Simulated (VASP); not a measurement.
LaBeO3: single point with LDA

The system is LaBeO3.

```
CELL_PARAMETERS angstrom
3.70760 0.00000 0.00000
0.00000 3.70760 0.00000
0.00000 0.00000 3.70760
ATOMIC_POSITIONS crystal
La 0.00000 0.00000 0.00000
Be 0.50000 0.50000 0.50000
O 0.50000 0.50000 0.00000
O 0.50000 0.00000 0.50000
O 0.00000 0.50000 0.50000
```

| Quantity | Value |
| --- | --- |
| Program | VASP 6.6.1 |
| Task | single point |
| Functional | LDA |
| Potentials or basis | VASP PAW LDA potentials, release 64 (La, Be, O) |
| Cutoff | 520 eV |
| k mesh | 6 × 6 × 6 |
| Occupations | gaussian, width 0.25 eV |
| Spin | no spin polarisation |
| Dipole correction | no |
| Further INCAR settings | ALGO = Normal; EDIFF = 1e-07; NBANDS = 24 |

The pressure is -12.0 GPa.

Levels at points of the mesh, in eV from the Fermi level:
| k point | band 13 | band 14 | band 15 | band 16 | band 17 | band 18 |
| --- | --- | --- | --- | --- | --- | --- |
| (0.00, 0.00, 0.00) | -1.38 | 0.24 | 0.24 | 0.24 | 3.83 | 3.83 |
| (0.50, 0.00, 0.00) | -1.39 | -1.39 | -0.83 | -0.83 | 4.68 | 4.89 |
| (0.50, 0.50, 0.00) | -1.06 | -1.06 | -0.22 | 0.09 | 4.69 | 4.69 |
| (0.50, 0.50, 0.50) | -0.19 | 0.10 | 0.10 | 0.10 | 4.86 | 4.86 |

Wall time 18 s on 1 thread of AMD EPYC 7R13 Processor (Zen 3), with other jobs on the host, peak memory 0.13 GiB.

Caveat: spin-orbit coupling is left out, which moves the levels of the heavy elements; an odd number of electrons without spin polarisation forces a metal; a magnetic or distorted state may lie lower.
